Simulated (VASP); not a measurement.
# B (R-3m) in VASP: a series of runs

The runs below take B through single point, with r2SCAN.

Everything below comes from runs of VASP 6.6.1. Logs are shortened: lines on timing, memory, paths and dates and some standing lists are left out, and cuts for length are marked.

**1. The cell of the first run**

It takes space group R-3m (No. 166, trigonal). The conventional cell has a = 5.001 Å, b = 5.001 Å, c = 12.727 Å, α = 90.00°, β = 90.00°, γ = 120.00°. B (site symmetry m) has 6 B at 1.70 to 1.82 Å within 2.3 Å. Within 2.4 Å of B (site symmetry m) lie 7 B at 1.79 to 2.09 Å.

**2. Single point, r2SCAN (volume scaled by 1.06, then relaxed in part)**

File POSCAR:

```
B
1.0
    2.5004474162      1.4436339888      4.2421804709
   -2.5004474162      1.4436339888      4.2421804709
    0.0000000000     -2.8872679776      4.2421804710
B
12
Direct
    0.0089150827      0.6557316720      0.0089150827
    0.0089150827      0.0089150827      0.6557316720
    0.6557316720      0.0089150827      0.0089150827
    0.9910849173      0.3442683280      0.9910849173
    0.3442683280      0.9910849173      0.9910849173
    0.9910849173      0.9910849173      0.3442683280
    0.2180879113      0.6354790834      0.2180879113
    0.2180879113      0.2180879113      0.6354790834
    0.6354790834      0.2180879113      0.2180879113
    0.7819120887      0.3645209166      0.7819120887
    0.3645209166      0.7819120887      0.7819120887
    0.7819120887      0.7819120887      0.3645209166
```

File INCAR.step1:

```
SYSTEM = B
PREC = Accurate
ENCUT = 520
ISMEAR = 0
SIGMA = 0.02
LREAL = .False.
LASPH = .True.
NELM = 100
NBANDS = 30
GGA = PE
ALGO = Normal
EDIFF = 1E-4
LWAVE = .True.
LCHARG = .False.
```

File INCAR.step2:

```
SYSTEM = B
PREC = Accurate
ENCUT = 520
EDIFF = 1E-7
ISMEAR = 0
SIGMA = 0.02
LREAL = .False.
LASPH = .True.
NELM = 100
ALGO = Normal
ISIF = 2
LWAVE = .False.
LCHARG = .True.
METAGGA = R2SCAN
LMIXTAU = .True.
LELF = .True.
LVHAR = .True.
NBANDS = 30
ISTART = 1
```

File KPOINTS:

```
regular mesh
0
Gamma
  9 9 9
  0 0 0
```

Potentials or basis: VASP PAW PBE potentials, release 64 (B).

Launch:

```bash
$ cat potpaw_PBE.64/B/POTCAR > POTCAR
$ cp INCAR.step1 INCAR
$ mpirun -np 1 vasp_std > vasp.out
$ cp INCAR.step2 INCAR
$ mpirun -np 1 vasp_std > vasp.out
```

OUTCAR:

```text
SYSTEM = B
   PREC = Accurate
   ENCUT = 520
   EDIFF = 1E-7
   ISMEAR = 0
   LREAL = .False.
   LASPH = .True.
   NELM = 100
   ISIF = 2
   METAGGA = R2SCAN
   ISTART = 1

 ion  position               nearest neighbor table
   1  0.009  0.656  0.009-   4 1.70   2 1.77   3 1.77   7 1.81  11 1.82  12 1.82
   2  0.009  0.009  0.656-   6 1.70   3 1.77   1 1.77   8 1.81  10 1.82  11 1.82
   3  0.656  0.009  0.009-   5 1.70   2 1.77   1 1.77   9 1.81  10 1.82  12 1.82
   4  0.991  0.344  0.991-   1 1.70   6 1.77   5 1.77  10 1.81   9 1.82   8 1.82
   5  0.344  0.991  0.991-   3 1.70   6 1.77   4 1.77  11 1.81   7 1.82   8 1.82
   6  0.991  0.991  0.344-   2 1.70   4 1.77   5 1.77  12 1.81   9 1.82   7 1.82
   7  0.218  0.635  0.218-  11 1.79  12 1.79   1 1.81   5 1.82   6 1.82   8 2.09   9 2.09
   8  0.218  0.218  0.635-  10 1.79  11 1.79   2 1.81   4 1.82   5 1.82   7 2.09   9 2.09
   9  0.635  0.218  0.218-  10 1.79  12 1.79   3 1.81   4 1.82   6 1.82   8 2.09   7 2.09
  10  0.782  0.365  0.782-   9 1.79   8 1.79   4 1.81   3 1.82   2 1.82  12 2.09  11 2.09
  11  0.365  0.782  0.782-   7 1.79   8 1.79   5 1.81   1 1.82   2 1.82  12 2.09  10 2.09
  12  0.782  0.782  0.365-   7 1.79   9 1.79   6 1.81   3 1.82   1 1.82  10 2.09  11 2.09

  LATTYP: Found a trigonal (rhomboedric) cell.
 ALAT       =     5.1315116216
 COS(alpha) =     0.5251299126

  Lattice vectors:

 A1 = (   2.5004474162,   1.4436339888,   4.2421804709)
 A2 = (  -2.5004474162,   1.4436339888,   4.2421804709)
 A3 = (   0.0000000000,  -2.8872679776,   4.2421804710)

Analysis of symmetry for initial positions (statically):
=====================================================================
 Subroutine PRICEL returns:
 Original cell was already a primitive cell.

 Routine SETGRP: Setting up the symmetry group for a
 trigonal (rhombohedral) supercell.

 Subroutine GETGRP returns: Found 12 space group operations
 (whereof 12 operations were pure point group operations)
 out of a pool of 12 trial point group operations.

The static configuration has the point symmetry D_3d.

Analysis of symmetry for dynamics (positions and initial velocities):
=====================================================================
 Subroutine PRICEL returns:
 Original cell was already a primitive cell.

 Routine SETGRP: Setting up the symmetry group for a
 trigonal (rhombohedral) supercell.

 Subroutine GETGRP returns: Found 12 space group operations
 (whereof 12 operations were pure point group operations)
 out of a pool of 12 trial point group operations.

The dynamic configuration has the point symmetry D_3d.

[... 126 lines left out ...]
   POTIM  = 0.5000    time-step for ionic-motion
   TEBEG  =    0.0;   TEEND  =   0.0 temperature during run
   PSTRESS=    0.0 pullay stress
   NELECT =      36.0000    total number of electrons
   NUPDOWN=      -1.0000    fix difference up-down
   EMIN   =  10.00;   EMAX   =-10.00  energy-range for DOS
   EFERMI =   0.00;   METHOD = LEGACY
   ISMEAR =     0;   SIGMA  =   0.02  broadening in eV -4-tet -1-fermi 0-gaus
   EFERMI_NEDOS =   21; number of points for ismear=-14 and -15
   IALGO  =     38    algorithm
   IMIX   =      4    mixing-type and parameters
     AMIX     =   0.40;   BMIX     =  1.00
     AMIX_MAG =   1.60;   BMIX_MAG =  1.00
  volume/ion in A,a.u.               =       7.66        51.67
  Fermi-wavevector in a.u.,A,eV,Ry     =   1.197946  2.263790 19.525377  1.435075
  Thomas-Fermi vector in A             =   2.333848
   LORBIT       =      0    0 simple, 1 ext, 2 COOP (PROOUT), +10 PAW based schemes
   METAGGA = R2SCAN    functional components
   LHFCALC =     F    Hartree Fock is set to
   AEXX    =    0.0000 exact exchange contribution
   IVDW    =     0    specifies the selected vdW correction
   LEPSILON=     F    determine dielectric tensor
   LRPA    =     F    only Hartree local field effects (RPA)
 non-spin polarized calculation
 Gauss-broadening in eV      SIGMA  =   0.02
  energy-cutoff  :      520.00
  volume of cell :       91.88
 maximum number of plane-waves:      2502
 NGX is ok and might be reduce to    40
   NGX = 19   NGY = 19   NGZ = 19

 number of electron      36.0000000 magnetization

 Free energy of the ion-electron system (eV)
  ---------------------------------------------------
  ext. energy  EPLUGINS =         0.00000000
  ---------------------------------------------------
  free energy    TOTEN  =       -87.94773119 eV

  energy without entropy =      -87.94773119  energy(sigma->0) =      -87.94773119

 E-fermi :   5.2968     XC(G=0): -12.0355

 val. band max:        5.1410875649   @ k =   0.4444   0.4444   0.4444
 cond. band min:       6.9507287064   @ k =  -0.3333  -0.3333   0.2222
 fundamental gap:      1.8096411416
 Fermi energy:         5.2968422956

 k-point     1 :       0.0000    0.0000    0.0000
  band No.  band energies     occupation
      1     -11.3494      2.00000
      2      -5.5798      2.00000
      3      -5.3578      2.00000
      4      -5.3578      2.00000
      5      -3.7673      2.00000
      6      -3.2765      2.00000
[... 781 lines left out ...]
     29      14.7376      0.00000
     30      15.0550      0.00000

 [... further k-points ...]
[... 5 lines left out ...]
  --------------------------------------------------------------------------------------
  -------------------------------------------------------------------------------------
  Total       -6.2139929     -6.2139929     -6.3379428      0.0000000      0.0000000      0.0000000
  in kB     -108.3592827   -108.3592827   -110.5207147      0.0000000      0.0000000      0.0000000
  external PRESSURE =    -109.0797600 kB  Pullay stress =       0.0000000 kB

 VOLUME and BASIS-vectors are now :
 -----------------------------------------------------------------------------
  energy-cutoff  :      520.00
  volume of cell :       91.88
      direct lattice vectors                 reciprocal lattice vectors
     2.500447416  1.443633989  4.242180471     0.199964213  0.115449392  0.078575944
    -2.500447416  1.443633989  4.242180471    -0.199964213  0.115449392  0.078575944
     0.000000000 -2.887267978  4.242180471     0.000000000 -0.230898785  0.078575944

 POSITION                                       TOTAL-FORCE (eV/Angst)
 -----------------------------------------------------------------------------------
     -1.61733      0.93377      2.85737         0.008782     -0.005071     -0.005783
      0.00000     -1.86753      2.85737         0.000000      0.010141     -0.005783
      1.61733      0.93377      2.85737        -0.008782     -0.005071     -0.005783
      1.61733     -0.93377      9.86917        -0.008782      0.005071      0.005783
     -1.61733     -0.93377      9.86917         0.008782      0.005071      0.005783
      0.00000      1.86753      9.86917         0.000000     -0.010141      0.005783
     -1.04366      0.60256      4.54615         0.013979     -0.008071      0.006520
      0.00000     -1.20512      4.54615         0.000000      0.016141      0.006520
      1.04366      0.60256      4.54615        -0.013979     -0.008071      0.006520
      1.04366     -0.60256      8.18039        -0.013979      0.008071     -0.006520
     -1.04366     -0.60256      8.18039         0.013979      0.008071     -0.006520
      0.00000      1.20512      8.18039         0.000000     -0.016141     -0.006520
 -----------------------------------------------------------------------------------
    total drift:                                0.000000     -0.000000     -0.000000

  FREE ENERGIE OF THE ION-ELECTRON SYSTEM (eV)
  ---------------------------------------------------
  free  energy   TOTEN  =       -87.9477311932 eV

  energy  without entropy=      -87.9477311932  energy(sigma->0) =      -87.94773119
```

OUTCAR.step1:

```text
SYSTEM = B
   PREC = Accurate
   ENCUT = 520
   ISMEAR = 0
   LREAL = .False.
   LASPH = .True.
[... 1054 lines left out ...]
      1.04366     -0.60256      8.18039        -0.117778      0.067999     -0.013677
     -1.04366     -0.60256      8.18039         0.117778      0.067999     -0.013677
      0.00000      1.20512      8.18039         0.000000     -0.135998     -0.013677
 -----------------------------------------------------------------------------------
    total drift:                               -0.000000     -0.000000     -0.000000

  FREE ENERGIE OF THE ION-ELECTRON SYSTEM (eV)
  ---------------------------------------------------
  free  energy   TOTEN  =       -80.2888510880 eV

  energy  without entropy=      -80.2888510880  energy(sigma->0) =      -80.28885109
```

OSZICAR.step1:

```text
N       E                     dE             d eps       ncg     rms          rms(c)
DAV:   1     0.721060036970E+02    0.72106E+02   -0.16520E+04  5100   0.109E+03
DAV:   2    -0.787342440755E+02   -0.15084E+03   -0.14278E+03  6286   0.213E+02
DAV:   3    -0.845670542296E+02   -0.58328E+01   -0.57812E+01  6840   0.375E+01
DAV:   4    -0.846136527518E+02   -0.46599E-01   -0.46539E-01  6708   0.347E+00
DAV:   5    -0.846141766795E+02   -0.52393E-03   -0.52383E-03  6640   0.360E-01    0.107E+01
DAV:   6    -0.810514417839E+02    0.35627E+01   -0.43434E+00  5884   0.102E+01    0.591E+00
DAV:   7    -0.803160914395E+02    0.73535E+00   -0.20526E+00  6314   0.681E+00    0.199E+00
DAV:   8    -0.802880395757E+02    0.28052E-01   -0.27904E-01  6112   0.273E+00    0.449E-01
DAV:   9    -0.802884939868E+02   -0.45441E-03   -0.28641E-02  6230   0.930E-01    0.160E-01
DAV:  10    -0.802887812924E+02   -0.28731E-03   -0.47428E-03  6012   0.376E-01    0.412E-02
DAV:  11    -0.802888510880E+02   -0.69796E-04   -0.34730E-04  6290   0.100E-01
   1 F= -.80288851E+02 E0= -.80288851E+02  d E =-.127011E-13
```

It took 11 min on 1 thread of Intel Xeon Platinum 8375C at 2.90GHz (Ice Lake), shared host; peak memory 0.34 GiB.

Results:

* Free energy: -87.9477 eV
* Pressure: -10.9 GPa
* Largest force: 0.017 eV/Å
* Band gap on the k mesh: 1.81 eV, indirect (least direct gap 2.39 eV)

Forces in eV/Å, atoms in the order of the input:
```
B    0.009 -0.005 -0.006
B    0.000  0.010 -0.006
B   -0.009 -0.005 -0.006
B   -0.009  0.005  0.006
B    0.009  0.005  0.006
B    0.000 -0.010  0.006
B    0.014 -0.008  0.007
B    0.000  0.016  0.007
B   -0.014 -0.008  0.007
B   -0.014  0.008 -0.007
B    0.014  0.008 -0.007
B    0.000 -0.016 -0.007
```

Caveat: the PAW data sets were made with another functional, which shifts forces and pressure a little. A k mesh can miss the band edges.

**3. Single point, r2SCAN (volume scaled by 1.10, then relaxed in part)**

File POSCAR:

```
B
1.0
    2.5347511992      1.4634392872      4.2839139393
   -2.5347511992      1.4634392872      4.2839139393
    0.0000000000     -2.9268785744      4.2839139393
B
12
Direct
    0.0082195282      0.6566915331      0.0082195282
    0.0082195282      0.0082195282      0.6566915331
    0.6566915331      0.0082195282      0.0082195282
    0.9917804718      0.3433084669      0.9917804718
    0.3433084669      0.9917804718      0.9917804718
    0.9917804718      0.9917804718      0.3433084669
    0.2163326148      0.6383667115      0.2163326148
    0.2163326148      0.2163326148      0.6383667115
    0.6383667115      0.2163326148      0.2163326148
    0.7836673852      0.3616332885      0.7836673852
    0.3616332885      0.7836673852      0.7836673852
    0.7836673852      0.7836673852      0.3616332885
```

File INCAR.step1:

```
SYSTEM = B
PREC     = Accurate       ! precision mode
ENCUT    = 520            ! plane-wave cutoff, eV
ISMEAR   = 0              ! smearing method
SIGMA    = 0.02           ! smearing width, eV
LREAL    = .FALSE.        ! projectors in reciprocal space
LASPH    = .TRUE.         ! aspherical terms in the spheres
NELM     = 100            ! most SCF steps
NBANDS   = 30             ! bands
GGA      = PE             ! functional
ALGO     = Normal         ! electronic algorithm
EDIFF    = 1E-4           ! SCF threshold, eV
LWAVE    = .TRUE.         ! write WAVECAR
LCHARG   = .FALSE.        ! write CHGCAR
```

File INCAR.step2:

```
SYSTEM = B
PREC     = Accurate       ! precision mode
ENCUT    = 520            ! plane-wave cutoff, eV
EDIFF    = 1E-6           ! SCF threshold, eV
ISMEAR   = 0              ! smearing method
SIGMA    = 0.02           ! smearing width, eV
LREAL    = .FALSE.        ! projectors in reciprocal space
LASPH    = .TRUE.         ! aspherical terms in the spheres
NELM     = 100            ! most SCF steps
ALGO     = Normal         ! electronic algorithm
ISIF     = 2              ! what is computed and relaxed
LWAVE    = .FALSE.        ! write WAVECAR
LCHARG   = .FALSE.        ! write CHGCAR
METAGGA  = R2SCAN         ! meta-GGA
LMIXTAU  = .TRUE.       
NBANDS   = 30             ! bands
ISTART   = 1
```

File KPOINTS:

```
regular mesh
0
G
  9 9 9
  0 0 0
```

Potentials or basis: VASP PAW PBE potentials, release 64 (B).

Launch:

```bash
$ cat potpaw_PBE.64/B/POTCAR > POTCAR
$ cp INCAR.step1 INCAR
$ mpirun -np 1 vasp_std > vasp.out
$ cp INCAR.step2 INCAR
$ mpirun -np 1 vasp_std > vasp.out
```

Run time: 10 min. Hardware: 1 thread of Intel Xeon Platinum 8375C at 2.90GHz (Ice Lake), shared host; peak memory 0.35 GiB.

Results (log left out):

| Quantity | Value |
| --- | --- |
| Free energy | -87.6490 eV |
| Pressure | -16.6 GPa |
| Largest force | 0.011 eV/Å |
| Band gap on the k mesh | 1.93 eV, indirect (least direct gap 2.64 eV) |

Forces in eV/Å, atoms in the order of the input:
```
B    0.008 -0.005 -0.002
B    0.000  0.009 -0.002
B   -0.008 -0.005 -0.002
B   -0.008  0.005  0.002
B    0.008  0.005  0.002
B    0.000 -0.009  0.002
B    0.008 -0.005  0.006
B    0.000  0.009  0.006
B   -0.008 -0.005  0.006
B   -0.008  0.005 -0.006
B    0.008  0.005 -0.006
B    0.000 -0.009 -0.006
```

Stress tensor (GPa, compression positive):
```
-16.61   0.00   0.00
  0.00 -16.61   0.00
  0.00   0.00 -16.69
```

Levels at points of the mesh, in eV from the valence-band top:
```csv
k point,band 14,band 15,band 16,band 17,band 18,band 19,band 20,band 21,band 22,band 23
"(0.00, 0.00, 0.00)",-3.87,-0.73,-0.57,-0.57,-0.32,2.33,4.78,4.78,5.27,5.27
```

Caveat: the PAW data sets were made with another functional, which shifts forces and pressure a little.
